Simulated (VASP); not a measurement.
Runs of VASP 6.6.1 on Zn. The structure is that of space group P6_3/mmc (No. 194), or close to it. The cells are those of the table. 

```tsv
cell	gap on the mesh (eV)	pressure (GPa)
a = 2.597, b = 2.597, c = 4.597 Å, angles 90.0, 90.0, 120.0°, 2 atoms	none	0.7
a = 2.590, b = 2.590, c = 4.573 Å, angles 90.0, 90.0, 120.0°, 2 atoms	none	(b)
a = 2.586, b = 2.586, c = 4.547 Å, angles 90.0, 90.0, 120.0°, 2 atoms	none	2.8
a = 2.527, b = 2.527, c = 4.346 Å, angles 90.0, 90.0, 120.0°, 2 atoms	none	(a)
a = 2.548, b = 2.548, c = 4.406 Å, angles 90.0, 90.0, 120.0°, 2 atoms	none	11.0
```

Alike in all rows: task single point; level LDA; potentials or basis VASP PAW LDA potentials, release 64 (Zn); no spin polarisation; k mesh 20 × 20 × 10; cutoff (eV) 520; smearing fermi-dirac 0.05 eV.

Estimate the missing entries.

(a) 16.0; (b) 1.8.

A gap of «none» marks levels without a gap at the run's occupations.
